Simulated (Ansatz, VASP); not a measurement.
Fe: VASP beside Ansatz

Contents of INCAR:

```
SYSTEM = Fe
PREC = Accurate
ENCUT = 600
EDIFF = 1E-6
ISMEAR = -1
SIGMA = 0.2
LREAL = .False.
LASPH = .True.
NELM = 200
ALGO = Normal
ISIF = 2
LWAVE = .False.
LCHARG = .False.
ISPIN = 2
MAGMOM = 2.5
LORBIT = 11
LMAXMIX = 4
GGA = PE
NBANDS = 14
GGA_COMPAT = .False.
```

File KPOINTS:

```
Automatic mesh
0
Gamma
  3 3 3
  0 0 0
```

Contents of POSCAR:

```
Fe
1.0
   -1.3880735160      1.3880735160      1.3880735160
    1.3880735160     -1.3880735160      1.3880735160
    1.3880735160      1.3880735160     -1.3880735160
Fe
1
Direct
    0.0000000000      0.0000000000      0.0000000000
```

Input for Ansatz:

```yaml
crystal:
  atoms:
  - position: [0.0, 0.0, 0.0]
    spin: 2.5
    symbol: Fe
  lattice:
  - [-1.3880735160499507, 1.3880735160499507, 1.3880735160499507]
  - [1.3880735160499507, -1.3880735160499507, 1.3880735160499507]
  - [1.3880735160499507, 1.3880735160499507, -1.3880735160499507]
hamiltonian:
  dispersion: none
  pseudopotentials:
    kind: all_electron
    lapw:
      basis_error: 0.025 meV
      muffin_tin_radii: {Fe: 1.1641898639866}
    relativity: none
  xc: pbe
kpoints:
  mp_grid:
    grid: [3, 3, 3]
    shift: [0, 0, 0]
magnetization: {spin_polarized: true}
output: {forces: true, stress: true}
scf:
  convergence: {dr2_threshold: 1e-10 eV}
  lower_state_search: 'off'
  max_iter: 200
  occupations: {method: fermi_dirac, width: 0.2}
```

Alike in both runs: task single point; functional PBE; k mesh 3 × 3 × 3; occupations fermi-dirac, width 0.2 eV; collinear spin.

```csv
,VASP,Ansatz
version,VASP 6.6.1,Ansatz 0.2 development build
potentials or method,"VASP PAW PBE potentials, release 64 (Fe), cutoff 600 eV","all-electron full-potential LAPW, non-relativistic"
```

|  | VASP | Ansatz | Ansatz less VASP |
| --- | --- | --- | --- |
| net moment per atom (μB) | 2.68 | 2.72 | +0.031 |
| size of the moment on the site where the two differ most (μB) | 2.65 | 2.73 | +0.078 |

Site moments also hang on the region over which each program counts them. Ansatz ran all-electron here, and VASP with PAW potentials.

The k mesh is coarse, so the values compare programs but aren't converged.
